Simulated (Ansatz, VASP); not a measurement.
One calculation of Ga2Te2O, two programs

```xyz
10
Lattice="-2.1040 -5.7773 2.9822 -2.1040 5.7773 2.9822 -4.2080 0.0000 -5.9643" Properties=species:S:1:pos:R:3 pbc="T T T"
Ga   -6.3120   -1.6283   -2.8236
Ga   -4.2080    4.1490    0.1585
Ga   -6.3120    1.6283   -2.8236
Ga   -4.2080   -4.1490    0.1585
Te   -6.3120   -3.9576   -1.5374
Te   -4.2080    1.8197    1.4447
Te   -6.3120    3.9576   -1.5374
Te   -4.2080   -1.8197    1.4447
O    -6.3120    0.0000   -2.0137
O    -2.1040    0.0000   -2.0137
```

Alike in both runs: task single point; functional PBE; k mesh 2 × 2 × 2; occupations gaussian, width 0.1 eV; no spin polarisation.

|  | VASP | Ansatz |
| --- | --- | --- |
| version | VASP 6.6.1 | Ansatz 0.2.0 |
| potentials or method | VASP PAW PBE potentials, release 64 (Ga_d, Te, O), cutoff 520 eV | scalar-relativistic, plane waves, PAW |
| valence electrons in the cell | 88 | 128 |

```csv
,VASP,Ansatz,Ansatz less VASP
gap on the k mesh at the Fermi level (eV),1.49,1.51,+0.024
least direct gap on the mesh (eV),1.58,1.61,+0.022
pressure (GPa),0.2,0.1,-0.08
"traceless stress, the component that is largest in VASP (GPa)",0.20,0.25,+0.049
rms of the force components (eV/Å),0.029,0.029,-0.0006
```

Atom by atom the forces differ by 0.013 eV/Å (rms over components). The functional is the same, so the differences come from potentials, cutoffs and numerics. VASP's potentials hold 88 valence electrons a cell and Ansatz's 128, so a difference there can come from the potentials and not from the codes.

The k mesh is coarse, so the values compare programs but aren't converged. Spin-orbit coupling is off throughout.
